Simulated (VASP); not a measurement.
Hf2SeS3, 6 atoms in the cell. It takes space group P6/mmm (No. 191, hexagonal). Conventional cell: a = 8.208 Å, b = 8.208 Å, c = 3.372 Å, α = 90.00°, β = 90.00°, γ = 120.00°. Within 3.1 Å of Hf (site symmetry -6m2) lie 3 S at 2.37 Å. Se (site symmetry 6/mmm) has 2 Se at 3.37 Å and 12 S at 4.44 Å within 4.5 Å. Within 3.1 Å of S (site symmetry mmm) lie 2 Hf at 2.37 Å. The cell was generated, and may not be a known phase.

| Property | Result |
| --- | --- |
| Program | VASP 6.6.1 |
| Task | single point |
| Functional | PBE |
| Potentials or basis | VASP PAW PBE potentials, release 64 (Hf_pv, Se, S) |
| Cutoff | 520 eV |
| k mesh | 3 × 3 × 6 |
| Occupations | gaussian, width 0.1 eV |
| Spin | no spin polarisation |
| Dipole correction | no |
| Further INCAR settings | ALGO = Normal; EDIFF = 1e-06; NBANDS = 31 |

Potentials or basis: VASP PAW PBE potentials, release 64 (Hf_pv, Se, S).

Command:

```bash
$ cat potpaw_PBE.64/Hf_pv/POTCAR potpaw_PBE.64/Se/POTCAR potpaw_PBE.64/S/POTCAR > POTCAR
$ mpirun -np 1 vasp_std > vasp.out
```

Hardware: 1 thread of Intel Xeon 8259CL (shared host).

Task: How long does it take, and how much memory?

Result: It took 3.1 min on 1 thread of Intel Xeon 8259CL, on a shared host, peak memory 0.34 GiB. Counts: scf iterations 16, k points 12.
